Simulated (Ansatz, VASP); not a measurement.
# One calculation of Tl, two programs

File INCAR:

```
PREC     = Accurate       # precision mode
ENCUT    = 520            # plane-wave cutoff, eV
EDIFF    = 1E-6           # SCF threshold, eV
ISMEAR   = -1             # smearing method
SIGMA    = 0.1            # smearing width, eV
LREAL    = F              # projectors in reciprocal space
LASPH    = T              # aspherical terms in the spheres
NELM     = 80             # most SCF steps
ALGO     = Normal         # electronic algorithm
ISIF     = 2              # what is computed and relaxed
LWAVE    = F              # write WAVECAR
LCHARG   = F              # write CHGCAR
GGA      = PS             # functional
NBANDS   = 20             # bands
```

KPOINTS

```
regular mesh
0
Gamma
  9 9 9
```

File POSCAR:

```
Tl
1.0
    0.0000000000      3.3942563303      3.3942563303
    3.3942563303      0.0000000000      3.3942563303
    3.3942563303      3.3942563303      0.0000000000
Tl
2
Direct
    0.1250000000      0.1250000000      0.1250000000
    0.8750000000      0.8750000000      0.8750000000
```

Input for Ansatz:

```yaml
crystal:
  lattice:
    - [0.0, 3.3942563303, 3.3942563303]
    - [3.3942563303, 0.0, 3.3942563303]
    - [3.3942563303, 3.3942563303, 0.0]
  atoms:
    - { symbol: Tl, position: [0.125, 0.125, 0.125] }
    - { symbol: Tl, position: [0.875, 0.875, 0.875] }
hamiltonian:
  xc: pbesol
  pseudopotentials:
    kind: paw
    azcp:
      Tl: "pseudopotentials/Tl.paw.azcp"
basis:
  ecutwfc: 420
  fft_grid_basis: typed
kpoints:
  mp_grid: { grid: [9, 9, 9], shift: [0, 0, 0] }
magnetization:
  spin_polarized: false
scf:
  occupations: { method: fermi_dirac, width: 0.1 }
  lower_state_search: "off"
output:
  stress: true
```

Alike in both runs: task single point; functional PBEsol; k mesh 9 × 9 × 9; occupations fermi-dirac, width 0.1 eV; no spin polarisation.

|  | VASP | Ansatz |
| --- | --- | --- |
| version | VASP 6.6.1 | Ansatz 0.2.0 |
| potentials or method | VASP PAW PBE potentials, release 64 (Tl_d), cutoff 520 eV | plane waves (420 eV) with PAW, scalar-relativistic |
| valence electrons in the cell | 26 | 26 |

```tsv
	VASP	Ansatz	Ansatz less VASP
pressure (GPa)	0.9	0.9	+0.05
```

VASP's potentials were made for PBE, not for PBEsol, and Ansatz warns of the same on its side.

Neither program's run includes spin-orbit coupling.
